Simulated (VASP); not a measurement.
# Re (Fm-3m) in VASP: a series of runs, part 2 of 2

VASP 6.6.1.

### Step 3. Relaxation of volume and atoms at fixed shape, PBEsol

This run uses another cell than the first one, of 14.72 Å³/atom.

INCAR reads:

```
PREC     = Accurate       # precision mode
ENCUT    = 600            # plane-wave cutoff, eV
EDIFF    = 1E-7           # SCF threshold, eV
ISMEAR   = 0              # smearing method
SIGMA    = 0.05           # smearing width, eV
LREAL    = False          # projectors in reciprocal space
LASPH    = True           # aspherical terms in the spheres
NELM     = 80             # most SCF steps
ALGO     = Normal         # electronic algorithm
ISIF     = 8              # what is computed and relaxed
LWAVE    = False          # write WAVECAR
LCHARG   = False          # write CHGCAR
GGA      = PS             # functional
IBRION   = 2              # ionic algorithm
NSW      = 80             # ionic steps
EDIFFG   = -0.02          # ionic threshold
```

KPOINTS reads:

```
regular mesh
0
Gamma
  6 6 6
```

POSCAR reads:

```
Re
1.0
    3.8900000000      0.0000000000      0.0000000000
    0.0000000000      3.8900000000      0.0000000000
    0.0000000000      0.0000000000      3.8900000000
Re
4
Direct
    0.0000000000      0.0000000000      0.0000000000
    0.0000000000      0.5000000000      0.5000000000
    0.5000000000      0.0000000000      0.5000000000
    0.5000000000      0.5000000000      0.0000000000
```

Potentials or basis: VASP PAW PBE potentials, release 64 (Re).

Run with:

```sh
$ cat potpaw_PBE.64/Re/POTCAR > POTCAR
$ mpirun -np 1 vasp_std > vasp.out
```

OUTCAR:

```text
PREC = Accurate
   ENCUT = 600
   EDIFF = 1E-7
   ISMEAR = 0
   LREAL = False
   LASPH = True
   NELM = 80
   ISIF = 8
   GGA = PS
   IBRION = 2
   NSW = 80
   EDIFFG = -0.02

 ion  position               nearest neighbor table
   1  0.000  0.000  0.000-   2 2.75   3 2.75   4 2.75   2 2.75   3 2.75   2 2.75   4 2.75   2 2.75
                             3 2.75   4 2.75   3 2.75   4 2.75
   2  0.000  0.500  0.500-   1 2.75   3 2.75   4 2.75   1 2.75   4 2.75   1 2.75   3 2.75   1 2.75
                             3 2.75   4 2.75   4 2.75   3 2.75
   3  0.500  0.000  0.500-   1 2.75   2 2.75   4 2.75   1 2.75   4 2.75   2 2.75   4 2.75   4 2.75
                             1 2.75   2 2.75   1 2.75   2 2.75
   4  0.500  0.500  0.000-   1 2.75   2 2.75   3 2.75   2 2.75   3 2.75   1 2.75   3 2.75   3 2.75
                             1 2.75   2 2.75   2 2.75   1 2.75

  LATTYP: Found a simple cubic cell.
 ALAT       =     3.8900000000

  Lattice vectors:

 A1 = (   3.8900000000,   0.0000000000,   0.0000000000)
 A2 = (   0.0000000000,   3.8900000000,   0.0000000000)
 A3 = (   0.0000000000,   0.0000000000,   3.8900000000)

Analysis of symmetry for initial positions (statically):
=====================================================================
[... 176 lines left out ...]

--------------------------------------- Ionic step        1  -------------------------------------------

 number of electron      27.9999998 magnetization

 Free energy of the ion-electron system (eV)
  ---------------------------------------------------
  ext. energy  EPLUGINS =         0.00000000
  ---------------------------------------------------
  free energy    TOTEN  =       -53.18387035 eV

  energy without entropy =      -53.17658876  energy(sigma->0) =      -53.18022956

------------------------ aborting loop because EDIFF is reached ----------------------------------------

  FORCE on cell =-STRESS in cart. coord.  units (eV):
  Direction    XX          YY          ZZ          XY          YZ          ZX
  --------------------------------------------------------------------------------------
  -------------------------------------------------------------------------------------
  Total       -1.1652049     -1.1652049     -1.1652049     -0.0000000     -0.0000000      0.0000000
  in kB      -31.7149550    -31.7149550    -31.7149550     -0.0000000     -0.0000000      0.0000000
  external PRESSURE =     -31.7149550 kB  Pullay stress =       0.0000000 kB
[... 63 lines left out ...]
--------------------------------------- Ionic step        3  -------------------------------------------

 number of electron      27.9999997 magnetization

 Free energy of the ion-electron system (eV)
  ---------------------------------------------------
  ext. energy  EPLUGINS =         0.00000000
  ---------------------------------------------------
  free energy    TOTEN  =       -53.18871375 eV

  energy without entropy =      -53.18151217  energy(sigma->0) =      -53.18511296

 E-fermi :   8.0746     XC(G=0): -13.8620

 val. band max:        7.9874173668   @ k =   0.3333   0.3333   0.1667
 cond. band min:       8.0763207454   @ k =   0.5000   0.3333   0.0000
 fundamental gap:      0.0889033787
 Fermi energy:         8.0746388071

 k-point     1 :       0.0000    0.0000    0.0000
  band No.  band energies     occupation
      1      -2.1363      2.00000
      2       1.1674      2.00000
      3       1.1674      2.00000
      4       1.1674      2.00000
      5       2.0503      2.00000
      6       2.0503      2.00000
[... 440 lines left out ...]
  FREE ENERGIE OF THE ION-ELECTRON SYSTEM (eV)
  ---------------------------------------------------
  free  energy   TOTEN  =       -53.1887137505 eV

  energy  without entropy=      -53.1815121697  energy(sigma->0) =      -53.18511296

 reached required accuracy - stopping structural energy minimisation
```

OSZICAR:

```text
N       E                     dE             d eps       ncg     rms          rms(c)
DAV:   1     0.222420335618E+03    0.22242E+03   -0.13291E+04  1320   0.209E+03
DAV:   2    -0.187319095808E+02   -0.24115E+03   -0.22989E+03  1362   0.881E+02
DAV:   3    -0.489336161539E+02   -0.30202E+02   -0.27112E+02  1286   0.448E+02
[... 31 lines left out ...]
DAV:   4    -0.531886015393E+02   -0.18074E-03   -0.13008E-03  1280   0.574E-01    0.131E-01
DAV:   5    -0.531887052983E+02   -0.10376E-03   -0.42522E-04  1320   0.421E-01    0.138E-02
DAV:   6    -0.531887132229E+02   -0.79246E-05   -0.17227E-05  1290   0.723E-02    0.524E-03
DAV:   7    -0.531887136531E+02   -0.43019E-06   -0.12339E-06   792   0.139E-02    0.905E-04
DAV:   8    -0.531887137505E+02   -0.97449E-07   -0.88424E-08   524   0.940E-03
   3 F= -.53188714E+02 E0= -.53185113E+02  d E =-.484340E-02
```

It took 42 s on 1 thread of AMD EPYC 9R45 (Zen 5), shared host; peak memory 0.16 GiB.

Results:

| Property | Result |
| --- | --- |
| Free energy | -53.1887 eV |
| Relaxed volume | 14.60 Å³/atom |
| Relaxed cell | a = 3.879 Å, b = 3.879 Å, c = 3.879 Å, α = 90.00°, β = 90.00°, γ = 90.00° |
| Space group after relaxing (to 0.1 Å) | Fm-3m (No. 225) |
| Energy gained by relaxing | 1.2 meV/atom |
| Ionic steps | 3 |
| Pressure after relaxing | 0.0 GPa |
| Band gap on the k mesh | zero (bands 14 and 15 overlap by 3.96 eV) |

Step by step:
| step | energy change (eV) | largest force (eV/Å) | pressure (GPa) | volume (Å³) |
| --- | --- | --- | --- | --- |
| 1 | 0.0000 | 0.0000 | -3.17 | 58.86 |
| 2 | 0.0811 | 0.0000 | 14.50 | 56.42 |
| 3 | -0.0048 | 0.0000 | -0.04 | 58.39 |

Final structure:
```
CELL_PARAMETERS angstrom
3.87947 0.00000 0.00000
0.00000 3.87947 0.00000
0.00000 0.00000 3.87947
ATOMIC_POSITIONS crystal
Re 0.00000 0.00000 0.00000
Re 0.00000 0.50000 0.50000
Re 0.50000 0.00000 0.50000
Re 0.50000 0.50000 0.00000
```

Caveat: the PAW data sets were made with another functional, which shifts forces and pressure a little; spin-orbit coupling is left out, which moves the levels of the heavy elements.
